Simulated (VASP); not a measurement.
Ga2SnO3:

```
CELL_PARAMETERS angstrom
2.62523 1.51568 4.20263
-2.62523 1.51568 4.20263
0.00000 -3.03135 4.20263
ATOMIC_POSITIONS crystal
Ga 0.62451 0.62451 0.62451
Ga 0.37549 0.37549 0.37549
Sn 0.00000 0.00000 0.00000
O 0.00000 0.50000 0.00000
O 0.50000 0.00000 0.00000
O 0.00000 0.00000 0.50000
```

- Program: VASP 6.6.1
- Task: relaxation of cell and atoms
- Functional: PBE
- Potentials or basis: VASP PAW PBE potentials, release 64 (Ga_d, Sn_d, O)
- Cutoff: 600 eV
- k mesh: 6 × 6 × 6
- Occupations: gaussian, width 0.1 eV
- Spin: no spin polarisation

At the start: pressure -7.5 GPa; volume 16.72 Å³/atom.

Question: How do energy, volume and symmetry change on relaxing?

Answer: Over 21 steps the energy falls by 1166.6 meV/atom and the volume is 14.43 Å³/atom (-13.7 %); space group R-3m (No. 166, to 0.05 Å).

The path:
```tsv
step	energy change (eV)	largest force (eV/Å)	pressure (GPa)	volume (Å³)
1	0.0000	0.3838	-7.55	100.33
2	-1.4235	0.0200	-3.93	89.03
3	-2.1915	9.0807	59.59	62.47
4	-2.6980	0.7680	0.25	81.02
5	-3.9267	2.8789	16.06	71.65
6	-4.3232	3.7638	20.97	70.44
7	-4.4629	5.0131	28.89	68.83
8	-5.2084	4.1546	23.73	70.85
9	-6.3628	1.8703	14.92	76.70
10	-6.4666	0.9722	13.16	79.01
11	-6.4607	0.6638	12.68	79.76
12	-6.7731	0.6945	6.42	82.63
13	-6.9395	0.7827	-0.58	86.67
14	-6.9408	0.7931	-1.16	87.06
15	-6.9649	0.6001	-0.76	86.76
16	-6.9970	0.1167	0.54	85.91
17	-6.9975	0.0596	0.72	85.79
18	-6.9991	0.0560	0.21	86.23
19	-6.9994	0.0544	-0.04	86.47
20	-6.9994	0.0539	-0.10	86.53
21	-6.9998	0.0255	-0.05	86.56
```

Final structure:
```
Ga Sn O
1.0
     2.97278    1.71633    2.82763
    -2.97278    1.71633    2.82763
     0.00000   -3.43267    2.82763
Ga Sn O
2 1 3
Direct
  0.66029 0.66029 0.66029
  0.33971 0.33971 0.33971
  0.00000 0.00000 0.00000
  0.00000 0.50000 0.00000
  0.50000 0.00000 0.00000
  0.00000 0.00000 0.50000
```
